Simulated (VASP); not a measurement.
# Cu2Ni (P-6m2) in VASP: a series of runs, part 2 of 2

VASP 6.6.1.

**3. Single point, PBE, collinear spin, ferromagnetic start**

INCAR reads:

```
SYSTEM = Cu2Ni
ALGO = Fast ; EDIFF = 1E-6
ENCUT = 520 ; GGA = PE
ISIF = 2 ; ISMEAR = 0
ISPIN = 2 ; LASPH = .True.
LCHARG = .False. ; LMAXMIX = 4
LORBIT = 11 ; LREAL = .False.
LWAVE = .False. ; MAGMOM = 0 0 0 0 2 2
NBANDS = 45 ; NELM = 150
PREC = Accurate ; SIGMA = 0.1
```

KPOINTS reads:

```
k-points
0
Gamma
  6 6 2
  0 0 0
```

POSCAR reads:

```
Cu2Ni
1.0
    2.5231798000      0.0000000000      0.0000000000
   -1.2615899000      2.1851378000      0.0000000000
    0.0000000000      0.0000000000     12.5531938000
Cu Ni
4 2
Direct
    0.3333333000      0.6666667000      0.8302840000
    0.3333333000      0.6666667000      0.1697160000
    0.3333333000      0.6666667000      0.5000000000
    0.6666667000      0.3333333000      0.0000000000
    0.6666667000      0.3333333000      0.3345250000
    0.6666667000      0.3333333000      0.6654750000
```

Potentials or basis: VASP PAW PBE potentials, release 64 (Cu, Ni).

Command:

```
$ cat potpaw_PBE.64/Cu/POTCAR potpaw_PBE.64/Ni/POTCAR > POTCAR
$ mpirun -np 1 vasp_std > vasp.out
```

OUTCAR:

```text
SYSTEM = Cu2Ni
   EDIFF = 1E-6
   ENCUT = 520
   GGA = PE
   ISIF = 2
   ISMEAR = 0
   ISPIN = 2
   LASPH = .True.
   LORBIT = 11
   LREAL = .False.
   NELM = 150
   PREC = Accurate

 ion  position               nearest neighbor table
   1  0.333  0.667  0.830-   6 2.53   6 2.53   6 2.53   4 2.58   4 2.58   4 2.58
   2  0.333  0.667  0.170-   5 2.53   5 2.53   5 2.53   4 2.58   4 2.58   4 2.58
   3  0.333  0.667  0.500-   5 2.54   6 2.54   5 2.54   6 2.54   5 2.54   6 2.54
   4  0.667  0.333  0.000-   1 2.58   2 2.58   1 2.58   2 2.58   1 2.58   2 2.58
   5  0.667  0.333  0.335-   2 2.53   2 2.53   2 2.53   3 2.54   3 2.54   3 2.54
   6  0.667  0.333  0.665-   1 2.53   1 2.53   1 2.53   3 2.54   3 2.54   3 2.54

  LATTYP: Found a hexagonal cell.
 ALAT       =     2.5231798000
 C/A-ratio  =     4.9751483426

  Lattice vectors:

 A1 = (   2.5231798000,   0.0000000000,   0.0000000000)
 A2 = (  -1.2615899000,   2.1851378000,   0.0000000000)
 A3 = (   0.0000000000,   0.0000000000,  12.5531938000)

Analysis of symmetry for initial positions (statically):
=====================================================================
 Subroutine PRICEL returns:
 Original cell was already a primitive cell.

 Routine SETGRP: Setting up the symmetry group for a
 hexagonal supercell.

 Subroutine GETGRP returns: Found 12 space group operations
 (whereof 12 operations were pure point group operations)
 out of a pool of 24 trial point group operations.

The static configuration has the point symmetry D_3h.

Analysis of symmetry for dynamics (positions and initial velocities):
=====================================================================
 Subroutine PRICEL returns:
 Original cell was already a primitive cell.

 Routine SETGRP: Setting up the symmetry group for a
 hexagonal supercell.

 Subroutine GETGRP returns: Found 12 space group operations
 (whereof 12 operations were pure point group operations)
[... 170 lines left out ...]
 Fermi energy:         8.0687893256

 spin component 1

 k-point     1 :       0.0000    0.0000    0.0000
  band No.  band energies     occupation
      1      -1.2061      1.00000
      2      -0.1914      1.00000
      3      -0.0732      1.00000
      4       2.0576      1.00000
      5       2.3921      1.00000
      6       3.2052      1.00000
[... 647 lines left out ...]
     43      17.4326      0.00000
     44      17.8338      0.00000
 Fermi energy:         8.0687893256

 spin component 2

 k-point     1 :       0.0000    0.0000    0.0000
  band No.  band energies     occupation
      1      -1.2063      1.00000
      2      -0.1913      1.00000
      3      -0.0732      1.00000
      4       2.0575      1.00000
      5       2.3921      1.00000
      6       3.2052      1.00000
[... 647 lines left out ...]
     43      17.4313      0.00000
     44      17.8366      0.00000
 [bands above 44 left out]

------------------------ aborting loop because EDIFF is reached ----------------------------------------

  FORCE on cell =-STRESS in cart. coord.  units (eV):
  Direction    XX          YY          ZZ          XY          YZ          ZX
  --------------------------------------------------------------------------------------
  -------------------------------------------------------------------------------------
  Total        0.0366804      0.0366804      0.2771816      0.0000000      0.0000000      0.0000000
  in kB        0.8491093      0.8491093      6.4164343      0.0000000      0.0000000      0.0000000
  external PRESSURE =       2.7048843 kB  Pullay stress =       0.0000000 kB

 VOLUME and BASIS-vectors are now :
 -----------------------------------------------------------------------------
  energy-cutoff  :      520.00
  volume of cell :       69.21
      direct lattice vectors                 reciprocal lattice vectors
     2.523179800  0.000000000  0.000000000     0.396325303  0.228818521  0.000000000
    -1.261589900  2.185137800  0.000000000     0.000000000  0.457637042  0.000000000
     0.000000000  0.000000000 12.553193800     0.000000000  0.000000000  0.079661002

 POSITION                                       TOTAL-FORCE (eV/Angst)
 -----------------------------------------------------------------------------------
     -0.00000      1.45676     10.42272        -0.000000      0.000000     -0.067918
     -0.00000      1.45676      2.13048        -0.000000     -0.000000      0.067918
     -0.00000      1.45676      6.27660         0.000000     -0.000000      0.000000
      1.26159      0.72838      0.00000         0.000000     -0.000000      0.000000
      1.26159      0.72838      4.19936        -0.000000      0.000000     -0.049409
      1.26159      0.72838      8.35384        -0.000000     -0.000000      0.049409
 -----------------------------------------------------------------------------------
    total drift:                                0.000030     -0.000017      0.000000

  FREE ENERGIE OF THE ION-ELECTRON SYSTEM (eV)
  ---------------------------------------------------
  free  energy   TOTEN  =       -25.7616538421 eV

  energy  without entropy=      -25.7444272566  energy(sigma->0) =      -25.75304055

 total charge

# of ion       s       p       d       tot
------------------------------------------
    1        0.451   0.396   9.170  10.018
    2        0.451   0.396   9.170  10.018
    3        0.453   0.400   9.172  10.025
    4        0.448   0.384   9.174  10.006
    5        0.471   0.431   8.357   9.259
    6        0.471   0.431   8.357   9.259
--------------------------------------------------
tot          2.745   2.440  53.402  58.586

 magnetization (x)

# of ion       s       p       d       tot
------------------------------------------
    1       -0.000  -0.000  -0.000  -0.000
    2       -0.000  -0.000  -0.000  -0.000
    3        0.000   0.000  -0.000  -0.000
    4       -0.000  -0.000   0.000  -0.000
    5        0.000   0.000   0.000   0.000
    6        0.000   0.000   0.000   0.000
--------------------------------------------------
tot         -0.000  -0.000  -0.000  -0.000
```

stdout:

```text
POSCAR found type information on POSCAR CuNi
 POSCAR found :  2 types and       6 ions
 scaLAPACK will be used
 LDA part: xc-table for (Slater+PW92), standard interpolation
 POSCAR, INCAR and KPOINTS ok, starting setup
 FFT: planning ... GRIDC
 FFT: planning ... GRID_SOFT
 FFT: planning ... GRID
 WAVECAR not read
 entering main loop
```

Run time: 4.7 min. Hardware: 1 thread of Intel Xeon 8259CL, shared host; peak memory 0.22 GiB.

What came out:

```
Free energy                                           : -25.7617 eV
Pressure                                              : 0.3 GPa
Largest force                                         : 0.068 eV/Å
Band gap on the k mesh                                : zero (filled and empty bands overlap)
Net moment                                            : 0.00 μB per cell
Valence electrons inside the program's atomic spheres : Cu 10.02, 10.03, 10.01 (each value once); Ni 9.26
```

Forces on the atoms (eV/Å):
```
Cu   0.000  0.000 -0.068
Cu   0.000  0.000  0.068
Cu   0.000  0.000  0.000
Cu   0.000  0.000  0.000
Ni   0.000  0.000 -0.049
Ni   0.000  0.000  0.049
```

Caveat: the k points lie up to 0.48 Å⁻¹ apart, too coarse for converged energies and pressures of a metal; the moments typed at the start vanished in this run.
